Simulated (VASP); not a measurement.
Wanted: the native input for a VASP 6.6.1 run.

```
Task                   : single point
Functional             : PBE
Dispersion             : D3(BJ)
Potentials or basis    : VASP PAW PBE potentials, release 64 (B, N)
Cutoff                 : 520 eV
k mesh                 : 12 × 12 × 12
Occupations            : gaussian, width 0.05 eV
Spin                   : no spin polarisation
Dipole correction      : no
Further INCAR settings : ALGO = Normal; EDIFF = 1e-06; NBANDS = 11
```

The structure of BN lies in POSCAR:

```
BN
1.0
    1.1528123477      0.6655765193      3.0312937698
   -1.1528123477      0.6655765193      3.0312937698
    0.0000000000     -1.3311530386      3.0312937698
B N
1 1
Direct
    0.9996975446      0.9996975446      0.9996975446
    0.3327354554      0.3327354554      0.3327354554
```

This cell differs from its parent crystal: strain -0.080 along x and y, -0.080 along z.

The input as run:

INCAR

```
SYSTEM = BN
  PREC = Accurate
  ENCUT = 520
  EDIFF = 1E-6
  ISMEAR = 0
  SIGMA = 0.05
  LREAL = .FALSE.
  LASPH = .TRUE.
  NELM = 100
  ALGO = Normal
  ISIF = 2
  LWAVE = .FALSE.
  LCHARG = .TRUE.
  GGA = PE
  IVDW = 12
  LELF = .TRUE.
  LVHAR = .TRUE.
  NBANDS = 11
```

KPOINTS

```
regular mesh
0
G
  12 12 12
  0 0 0
```

Potentials or basis: VASP PAW PBE potentials, release 64 (B, N).

The run is started by

```console
$ cat potpaw_PBE.64/B/POTCAR potpaw_PBE.64/N/POTCAR > POTCAR
$ mpirun -np 1 vasp_std > vasp.out
```

Results of the run:

```yaml
Pressure: 95.2 GPa
Largest_force: 0.031 eV/Å
Band_gap_on_the_k_mesh: 4.45 eV, indirect (least direct gap 5.32 eV)
Dispersion_energy_per_atom: -0.175 eV
```

Caveat: the cell differs from its parent crystal (strain -0.080 along x and y, -0.080 along z).

Wall time 21 s on 1 thread of Intel(R) Xeon(R) 6975P-C (Granite Rapids) (shared host), peak memory 0.17 GiB.
